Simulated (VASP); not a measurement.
# As3O (P6_3/mmc) in VASP: further runs

Runs on As3O. Level: PBE. Tasks: single point.

All numbers are computed with VASP 6.6.1; they aren't measurements. Logs are shortened: lines on timing, memory, paths and dates and some standing lists are left out, and cuts for length are marked.

## Step 1: The cell of the first run

It takes space group P6_3/mmc (No. 194, hexagonal). Conventional cell: a = 4.723 Å, b = 4.723 Å, c = 6.784 Å, α = 90.00°, β = 90.00°, γ = 120.00°. As (site symmetry -6m2) has 3 O at 2.73 Å and 14 As at 3.08 to 3.39 Å within 3.6 Å. Within 2.6 Å of As (site symmetry 3m) lie 1 O at 1.97 Å. Within 2.6 Å of O (site symmetry -6m2) lie 2 As at 1.97 Å.

## Step 2: Single point, PBE

INCAR reads:

```
SYSTEM = As3O
PREC = Accurate ; ENCUT = 520
EDIFF = 1E-6 ; ISMEAR = 0
SIGMA = 0.1 ; LREAL = .False.
LASPH = .True. ; NELM = 100
ALGO = Normal ; ISIF = 2
LWAVE = .False. ; LCHARG = .False.
GGA = PE ; NBANDS = 31
```

KPOINTS reads:

```
regular mesh
0
Gamma
  6 6 2
  0 0 0
```

POSCAR reads:

```
As3O
1.0
    4.7233757291      0.0000000028      0.0000000000
   -2.3616878670      4.0905633716      0.0000000000
    0.0000000000      0.0000000000      6.7838812206
As O
6 2
Direct
    0.0000000000      0.0000000000      0.2500000000
    0.0000000000      0.0000000000      0.7500000000
    0.3333333333      0.6666666667      0.9602115755
    0.6666666667      0.3333333333      0.0397884245
    0.6666666667      0.3333333333      0.4602115755
    0.3333333333      0.6666666667      0.5397884245
    0.3333333333      0.6666666667      0.2500000000
    0.6666666667      0.3333333333      0.7500000000
```

Potentials or basis: VASP PAW PBE potentials, release 64 (As, O).

Launch:

```sh
$ cat potpaw_PBE.64/As/POTCAR potpaw_PBE.64/O/POTCAR > POTCAR
$ mpirun -np 1 vasp_std > vasp.out
```

OUTCAR:

```text
SYSTEM = As3O
   PREC = Accurate
   ENCUT = 520
   EDIFF = 1E-6
   ISMEAR = 0
   LREAL = .False.
   LASPH = .True.
   NELM = 100
   ISIF = 2
   GGA = PE

 ion  position               nearest neighbor table
   1  0.000  0.000  0.250-
   2  0.000  0.000  0.750-
   3  0.333  0.667  0.960-   7 1.97   4 2.78   4 2.78   4 2.78   6 2.85
   4  0.667  0.333  0.040-   8 1.97   3 2.78   3 2.78   3 2.78   5 2.85
   5  0.667  0.333  0.460-   8 1.97   6 2.78   6 2.78   6 2.78   4 2.85
   6  0.333  0.667  0.540-   7 1.97   5 2.78   5 2.78   5 2.78   3 2.85
   7  0.333  0.667  0.250-   3 1.97   6 1.97
   8  0.667  0.333  0.750-   4 1.97   5 1.97

  LATTYP: Found a hexagonal cell.
 ALAT       =     4.7233757291
 C/A-ratio  =     1.4362357792

  Lattice vectors:

 A1 = (   4.7233757291,   0.0000000028,   0.0000000000)
 A2 = (  -2.3616878670,   4.0905633716,   0.0000000000)
 A3 = (   0.0000000000,   0.0000000000,   6.7838812206)

Analysis of symmetry for initial positions (statically):
=====================================================================
 Subroutine PRICEL returns:
 Original cell was already a primitive cell.

 Routine SETGRP: Setting up the symmetry group for a
 hexagonal supercell.

 Subroutine GETGRP returns: Found 24 space group operations
 (whereof 12 operations were pure point group operations)
 out of a pool of 24 trial point group operations.

The static configuration has the point symmetry D_3d.
 The point group associated with its full space group is D_6h.

Analysis of symmetry for dynamics (positions and initial velocities):
=====================================================================
 Subroutine PRICEL returns:
 Original cell was already a primitive cell.

 Routine SETGRP: Setting up the symmetry group for a
 hexagonal supercell.

 Subroutine GETGRP returns: Found 24 space group operations
 (whereof 12 operations were pure point group operations)
 out of a pool of 24 trial point group operations.

The dynamic configuration has the point symmetry D_3d.
 The point group associated with its full space group is D_6h.

 Subroutine INISYM returns: Found 24 space group operations
 (whereof 12 operations are pure point group operations),
 and found     1 'primitive' translations

----------------------------------------------------------------------------------------

                                     Primitive cell

[... 95 lines left out ...]
   IBRION =     -1    ionic relax: 0-MD 1-quasi-New 2-CG
   NFREE  =      0    steps in history (QN), initial steepest desc. (CG)
   ISIF   =      2    stress and relaxation
   ISYM   =      2    0-nonsym 1-usesym 2-fastsym
   POTIM  = 0.5000    time-step for ionic-motion
   TEBEG  =    0.0;   TEEND  =   0.0 temperature during run
   PSTRESS=    0.0 pullay stress
   NELECT =      42.0000    total number of electrons
   NUPDOWN=      -1.0000    fix difference up-down
   EMIN   =  10.00;   EMAX   =-10.00  energy-range for DOS
   EFERMI =   0.00;   METHOD = LEGACY
   ISMEAR =     0;   SIGMA  =   0.10  broadening in eV -4-tet -1-fermi 0-gaus
   EFERMI_NEDOS =   21; number of points for ismear=-14 and -15
   IALGO  =     38    algorithm
   IMIX   =      4    mixing-type and parameters
     AMIX     =   0.40;   BMIX     =  1.00
     AMIX_MAG =   1.60;   BMIX_MAG =  1.00
  volume/ion in A,a.u.               =      16.38       110.57
  Fermi-wavevector in a.u.,A,eV,Ry     =   1.120263  2.116990 17.075163  1.254989
  Thomas-Fermi vector in A             =   2.256908
   LORBIT       =      0    0 simple, 1 ext, 2 COOP (PROOUT), +10 PAW based schemes
   GGA     = PE    functional components
   LHFCALC =     F    Hartree Fock is set to
   AEXX    =    0.0000 exact exchange contribution
   IVDW    =     0    specifies the selected vdW correction
   LEPSILON=     F    determine dielectric tensor
   LRPA    =     F    only Hartree local field effects (RPA)
 non-spin polarized calculation
 Gauss-broadening in eV      SIGMA  =   0.10
  energy-cutoff  :      520.00
  volume of cell :      131.07
 maximum number of plane-waves:      3571
 NGX is ok and might be reduce to    36
   NGX = 17   NGY = 17   NGZ = 25

 number of electron      41.9999991 magnetization

 Free energy of the ion-electron system (eV)
  ---------------------------------------------------
  ext. energy  EPLUGINS =         0.00000000
  ---------------------------------------------------
  free energy    TOTEN  =       -36.18988583 eV

  energy without entropy =      -36.16905048  energy(sigma->0) =      -36.17946816

 E-fermi :   5.9560     XC(G=0): -10.7892

 val. band max:        5.9519898652   @ k =   0.3333   0.3333   0.0000
 cond. band min:       5.9790537311   @ k =   0.3333   0.0000   0.5000
 fundamental gap:      0.0270638659
 Fermi energy:         5.9560271684

 k-point     1 :       0.0000    0.0000    0.0000
  band No.  band energies     occupation
      1     -13.4086      2.00000
      2     -12.9566      2.00000
      3      -7.1850      2.00000
      4      -6.8394      2.00000
      5      -5.0401      2.00000
      6      -3.3273      2.00000
[... 465 lines left out ...]
     30      10.2900      0.00000
     31      10.5253      0.00000

------------------------ aborting loop because EDIFF is reached ----------------------------------------

  FORCE on cell =-STRESS in cart. coord.  units (eV):
  Direction    XX          YY          ZZ          XY          YZ          ZX
  --------------------------------------------------------------------------------------
  -------------------------------------------------------------------------------------
  Total       -0.1239841     -0.1239841      0.1271105      0.0000000      0.0000000      0.0000000
  in kB       -1.5155238     -1.5155238      1.5537396      0.0000000      0.0000000      0.0000000
  external PRESSURE =      -0.4924360 kB  Pullay stress =       0.0000000 kB

 VOLUME and BASIS-vectors are now :
 -----------------------------------------------------------------------------
  energy-cutoff  :      520.00
  volume of cell :      131.07
      direct lattice vectors                 reciprocal lattice vectors
     4.723375729  0.000000003  0.000000000     0.211712990  0.122232552  0.000000000
    -2.361687867  4.090563372  0.000000000    -0.000000000  0.244465104  0.000000000
     0.000000000  0.000000000  6.783881221     0.000000000  0.000000000  0.147408241

 POSITION                                       TOTAL-FORCE (eV/Angst)
 -----------------------------------------------------------------------------------
      0.00000      0.00000      1.69597        -0.000000     -0.000000      0.000000
      0.00000      0.00000      5.08791         0.000000     -0.000000      0.000000
     -0.00000      2.72704      6.51396        -0.000000      0.000000     -0.045008
      2.36169      1.36352      0.26992         0.000000      0.000000      0.045008
      2.36169      1.36352      3.12202         0.000000     -0.000000     -0.045008
     -0.00000      2.72704      3.66186        -0.000000     -0.000000      0.045008
     -0.00000      2.72704      1.69597         0.000000     -0.000000      0.000000
      2.36169      1.36352      5.08791        -0.000000      0.000000      0.000000
 -----------------------------------------------------------------------------------
    total drift:                                0.000000     -0.000000      0.000000

  FREE ENERGIE OF THE ION-ELECTRON SYSTEM (eV)
  ---------------------------------------------------
  free  energy   TOTEN  =       -36.1898858339 eV

  energy  without entropy=      -36.1690504797  energy(sigma->0) =      -36.17946816
```

stdout:

```text
POSCAR found type information on POSCAR AsO
 POSCAR found :  2 types and       8 ions
 scaLAPACK will be used
 LDA part: xc-table for (Slater+PW92), standard interpolation
 POSCAR, INCAR and KPOINTS ok, starting setup
 FFT: planning ... GRIDC
 FFT: planning ... GRID_SOFT
 FFT: planning ... GRID
 WAVECAR not read
 entering main loop
```

Run time: 26 s. Hardware: 1 thread of Intel Xeon 6975P-C (Granite Rapids), shared host; peak memory 0.24 GiB.

Results:

```
Free energy            : -36.1899 eV
Pressure               : 0.0 GPa
Largest force          : 0.045 eV/Å
Band gap on the k mesh : zero (band 21 reaches 6.61 eV, above the bottom of band 22 at 5.03 eV)
```

Forces in eV/Å, atoms in the order of the input:
```
As   0.000  0.000  0.000
As   0.000  0.000  0.000
As   0.000  0.000 -0.045
As   0.000  0.000  0.045
As   0.000  0.000 -0.045
As   0.000  0.000  0.045
O    0.000  0.000  0.000
O    0.000  0.000  0.000
```

Levels at points of the mesh, in eV from the Fermi level:
```tsv
k point	band 18	band 19	band 20	band 21	band 22	band 23	band 24	band 25
(0.00, 0.00, 0.00)	-2.40	-2.25	-2.25	-1.66	-0.93	0.32	0.43	0.43
(0.50, 0.00, 0.00)	-1.36	-1.05	-0.42	-0.24	0.82	1.26	1.29	1.54
(0.00, 0.00, 0.50)	-3.29	-0.67	-0.67	-0.30	-0.30	-0.30	-0.30	3.11
(0.50, 0.00, 0.50)	-1.81	-0.63	-0.63	0.38	0.38	1.51	1.51	1.97
```

Caveat: the k points lie up to 0.46 Å⁻¹ apart.

## Step 3: Single point, PBE

This run uses another cell than the first one, of 22.64 Å³/atom, 1.382 times its volume.

INCAR reads:

```
SYSTEM = As3O
PREC     = Accurate       ! precision mode
ENCUT    = 520            ! plane-wave cutoff, eV
EDIFF    = 1E-6           ! SCF threshold, eV
ISMEAR   = 0              ! smearing method
SIGMA    = 0.1            ! smearing width, eV
LREAL    = .False.        ! projectors in reciprocal space
LASPH    = .True.         ! aspherical terms in the spheres
NELM     = 100            ! most SCF steps
ALGO     = Normal         ! electronic algorithm
ISIF     = 2              ! what is computed and relaxed
LWAVE    = .False.        ! write WAVECAR
LCHARG   = .True.         ! write CHGCAR
GGA      = PE             ! functional
LELF     = .True.         ! ELF
LVHAR    = .True.       
NBANDS   = 31             ! bands
```

KPOINTS is that of step 2.

POSCAR reads:

```
As3O
1.0
    4.8636601300      0.0000000000      0.0000000000
   -2.4318300700      4.2120532300      0.0000000000
    0.0000000000      0.0000000000      8.8400154500
As O
6 2
Direct
    0.0000000000      0.0000000000      0.2500000000
    0.0000000000      0.0000000000      0.7500000000
    0.3333333300      0.6666666700      0.9226301900
    0.6666666700      0.3333333300      0.0773698100
    0.6666666700      0.3333333300      0.4226301900
    0.3333333300      0.6666666700      0.5773698100
    0.3333333300      0.6666666700      0.2500000000
    0.6666666700      0.3333333300      0.7500000000
```

Potentials or basis: VASP PAW PBE potentials, release 64 (As, O).

Launch:

```sh
$ cat potpaw_PBE.64/As/POTCAR potpaw_PBE.64/O/POTCAR > POTCAR
$ mpirun -np 1 vasp_std > vasp.out
```

OUTCAR:

```text
SYSTEM = As3O
   PREC = Accurate
   ENCUT = 520
   EDIFF = 1E-6
   ISMEAR = 0
   LREAL = .False.
   LASPH = .True.
   NELM = 100
   ISIF = 2
   GGA = PE

 ion  position               nearest neighbor table
   1  0.000  0.000  0.250-
   2  0.000  0.000  0.750-
   3  0.333  0.667  0.923-
   4  0.667  0.333  0.077-
   5  0.667  0.333  0.423-
   6  0.333  0.667  0.577-
   7  0.333  0.667  0.250-
   8  0.667  0.333  0.750-

  LATTYP: Found a hexagonal cell.
 ALAT       =     4.8636601300
 C/A-ratio  =     1.8175643885

  Lattice vectors:

 A1 = (   4.8636601300,   0.0000000000,   0.0000000000)
 A2 = (  -2.4318300700,   4.2120532300,   0.0000000000)
 A3 = (   0.0000000000,   0.0000000000,   8.8400154500)

Analysis of symmetry for initial positions (statically):
=====================================================================
 Subroutine PRICEL returns:
[... 173 lines left out ...]

 E-fermi :   2.4001     XC(G=0):  -9.3899

 val. band max:        2.3759929840   @ k =   0.5000   0.0000   0.0000
 cond. band min:       2.4400671525   @ k =   0.3333  -0.0000   0.0000
 fundamental gap:      0.0640741685
 Fermi energy:         2.4000659476

 k-point     1 :       0.0000    0.0000    0.0000
  band No.  band energies     occupation
      1     -13.6700      2.00000
      2     -13.5891      2.00000
      3      -9.3038      2.00000
      4      -8.3904      2.00000
      5      -8.2379      2.00000
      6      -6.3739      2.00000
[... 465 lines left out ...]
     30       5.5781      0.00000
     31       5.6319      0.00000

------------------------ aborting loop because EDIFF is reached ----------------------------------------

  FORCE on cell =-STRESS in cart. coord.  units (eV):
  Direction    XX          YY          ZZ          XY          YZ          ZX
  --------------------------------------------------------------------------------------
  -------------------------------------------------------------------------------------
  Total      -18.8915832    -18.8915832    -15.9242486      0.0000000      0.0000000      0.0000000
  in kB     -167.1355532   -167.1355533   -140.8832746      0.0000002      0.0000000      0.0000000
  external PRESSURE =    -158.3847937 kB  Pullay stress =       0.0000000 kB

 VOLUME and BASIS-vectors are now :
 -----------------------------------------------------------------------------
  energy-cutoff  :      520.00
  volume of cell :      181.10
      direct lattice vectors                 reciprocal lattice vectors
     4.863660130  0.000000000  0.000000000     0.205606472  0.118706952  0.000000000
    -2.431830070  4.212053230  0.000000000     0.000000000  0.237413904  0.000000000
     0.000000000  0.000000000  8.840015450     0.000000000  0.000000000  0.113121974

 POSITION                                       TOTAL-FORCE (eV/Angst)
 -----------------------------------------------------------------------------------
      0.00000      0.00000      2.21000         0.000000      0.000000      0.000000
      0.00000      0.00000      6.63001         0.000000      0.000000      0.000000
     -0.00000      2.80804      8.15607         0.000000      0.000000      0.100708
      2.43183      1.40402      0.68395        -0.000000      0.000000     -0.100708
      2.43183      1.40402      3.73606         0.000000      0.000000      0.100708
     -0.00000      2.80804      5.10396        -0.000000      0.000000     -0.100708
     -0.00000      2.80804      2.21000        -0.000000      0.000000      0.000000
      2.43183      1.40402      6.63001         0.000000     -0.000000      0.000000
 -----------------------------------------------------------------------------------
    total drift:                               -0.000008      0.000005      0.000000

  FREE ENERGIE OF THE ION-ELECTRON SYSTEM (eV)
  ---------------------------------------------------
  free  energy   TOTEN  =       -31.3007191341 eV

  energy  without entropy=      -31.2584213874  energy(sigma->0) =      -31.27957026
```

OSZICAR:

```text
N       E                     dE             d eps       ncg     rms          rms(c)
DAV:   1     0.190605876071E+03    0.19061E+03   -0.17277E+04   868   0.114E+03
DAV:   2    -0.180270172931E+02   -0.20863E+03   -0.19935E+03  1154   0.195E+02
DAV:   3    -0.371220985860E+02   -0.19095E+02   -0.18635E+02  1002   0.628E+01
[... 18 lines left out ...]
DAV:  22    -0.313018423111E+02    0.88028E-02   -0.17500E-02  1036   0.623E-01    0.333E-01
DAV:  23    -0.313008254722E+02    0.10168E-02   -0.23326E-03  1038   0.220E-01    0.102E-01
DAV:  24    -0.313007333025E+02    0.92170E-04   -0.22229E-04  1069   0.658E-02    0.326E-02
DAV:  25    -0.313007189230E+02    0.14380E-04   -0.51542E-05  1012   0.345E-02    0.648E-03
DAV:  26    -0.313007191341E+02   -0.21109E-06   -0.17615E-06   615   0.588E-03
   1 F= -.31300719E+02 E0= -.31279570E+02  d E =-.422977E-01
```

stdout:

```text
POSCAR found type information on POSCAR AsO
 POSCAR found :  2 types and       8 ions
 scaLAPACK will be used
 LDA part: xc-table for (Slater+PW92), standard interpolation
 POSCAR, INCAR and KPOINTS ok, starting setup
 FFT: planning ... GRIDC
 FFT: planning ... GRID_SOFT
 FFT: planning ... GRID
 WAVECAR not read
 entering main loop
```

Wall time 70 s (1 thread of Intel Xeon 6975P-C (Granite Rapids), shared host); peak memory 0.29 GiB.

What came out:

* Free energy: -31.3007 eV
* Pressure: -15.8 GPa
* Largest force: 0.101 eV/Å
* Band gap on the k mesh: zero (band 21 reaches 3.09 eV, above the bottom of band 22 at 1.94 eV)

Forces on the atoms (eV/Å):
```
As   0.000  0.000  0.000
As   0.000  0.000  0.000
As   0.000  0.000  0.101
As   0.000  0.000 -0.101
As   0.000  0.000  0.101
As   0.000  0.000 -0.101
O    0.000  0.000  0.000
O    0.000  0.000  0.000
```

Stress tensor (GPa, compression positive):
```
-16.71   0.00   0.00
  0.00 -16.71   0.00
  0.00   0.00 -14.09
```

Levels at points of the mesh, in eV from the Fermi level:
| k point | band 18 | band 19 | band 20 | band 21 | band 22 | band 23 | band 24 | band 25 |
| --- | --- | --- | --- | --- | --- | --- | --- | --- |
| (0.00, 0.00, 0.00) | -1.33 | -1.17 | -1.06 | -1.06 | -0.47 | -0.30 | 0.79 | 1.09 |
| (0.50, 0.00, 0.00) | -0.84 | -0.36 | -0.26 | -0.02 | 0.51 | 0.82 | 1.59 | 1.69 |
| (0.00, 0.00, 0.50) | -1.95 | -0.27 | -0.27 | 0.06 | 0.06 | 0.06 | 0.06 | 0.23 |
| (0.50, 0.00, 0.50) | -0.88 | -0.72 | -0.72 | 0.09 | 0.09 | 0.82 | 0.82 | 1.70 |

## Step 4: Single point, PBE

This run uses another cell than the first one, of 16.68 Å³/atom, 1.018 times its volume.

INCAR reads:

```
PREC = Accurate
ENCUT = 520
EDIFF = 1E-6
ISMEAR = 0
SIGMA = 0.1
LREAL = False
LASPH = True
NELM = 100
ALGO = Normal
ISIF = 2
LWAVE = False
LCHARG = False
GGA = PE
NBANDS = 31
```

KPOINTS reads:

```
regular mesh
0
Gamma
  6 6 4
```

POSCAR reads:

```
As3O
1.0
    4.8072733473      0.0000000000      0.0000000000
   -2.4036366736      4.1632208417      0.0000000000
    0.0000000000      0.0000000000      6.6691049720
As O
6 2
Direct
    0.0000000000      0.0000000000      0.2500000000
    0.0000000000      0.0000000000      0.7500000000
    0.3333333333      0.6666666667      0.9655577898
    0.6666666667      0.3333333333      0.0344422102
    0.6666666667      0.3333333333      0.4655577898
    0.3333333333      0.6666666667      0.5344422102
    0.3333333333      0.6666666667      0.2500000000
    0.6666666667      0.3333333333      0.7500000000
```

Launch:

```sh
$ cat potpaw_PBE.64/As/POTCAR potpaw_PBE.64/O/POTCAR > POTCAR
$ mpirun -np 1 vasp_std > vasp.out
```

Run time: 38 s. Hardware: 1 thread of Intel Xeon 6975P-C (Granite Rapids), shared host; peak memory 0.26 GiB.

It converged, with:

* Free energy: -35.9627 eV
* Pressure: 0.3 GPa
* Largest force: 0.089 eV/Å
* Band gap on the k mesh: zero (band 21 reaches 6.43 eV, above the bottom of band 22 at 5.30 eV)

Forces on the atoms (eV/Å):
```
As   0.000  0.000  0.000
As   0.000  0.000  0.000
As   0.000  0.000 -0.089
As   0.000  0.000  0.089
As   0.000  0.000 -0.089
As   0.000  0.000  0.089
O    0.000  0.000  0.000
O    0.000  0.000  0.000
```

Stress tensor (GPa, compression positive):
```
0.14 0.00 0.00
0.00 0.14 0.00
0.00 0.00 0.60
```

Levels at points of the mesh, in eV from the Fermi level:
```csv
k point,band 18,band 19,band 20,band 21,band 22,band 23,band 24,band 25
"(0.00, 0.00, 0.00)",-2.37,-2.37,-2.37,-1.90,-0.60,0.33,0.33,0.42
"(0.50, 0.00, 0.00)",-1.35,-1.21,-0.64,-0.40,1.05,1.10,1.10,1.25
"(0.00, 0.00, 0.50)",-3.33,-0.79,-0.79,-0.40,-0.40,-0.40,-0.40,2.95
"(0.50, 0.00, 0.50)",-2.05,-0.77,-0.77,0.27,0.27,1.49,1.49,1.68
```

## Step 5: The runs side by side

```csv
cell,k mesh,gap on the mesh (eV),pressure (GPa),largest force (eV/Å)
"a = 4.723, b = 4.723, c = 6.784 Å, angles 90.0, 90.0, 120.0°, 8 atoms",6 × 6 × 2,none,0.0,0.05
"a = 4.864, b = 4.864, c = 8.840 Å, angles 90.0, 90.0, 120.0°, 8 atoms",6 × 6 × 2,none,-15.8,0.10
"a = 4.807, b = 4.807, c = 6.669 Å, angles 90.0, 90.0, 120.0°, 8 atoms",6 × 6 × 4,none,0.3,0.09
```

Alike in all rows: task single point; level PBE; potentials or basis VASP PAW PBE potentials, release 64 (As, O); no spin polarisation; cutoff (eV) 520; smearing gaussian 0.1 eV.

Caveats: some runs use coarse meshes.

Absolute energies hang on the potentials; compare differences alone.
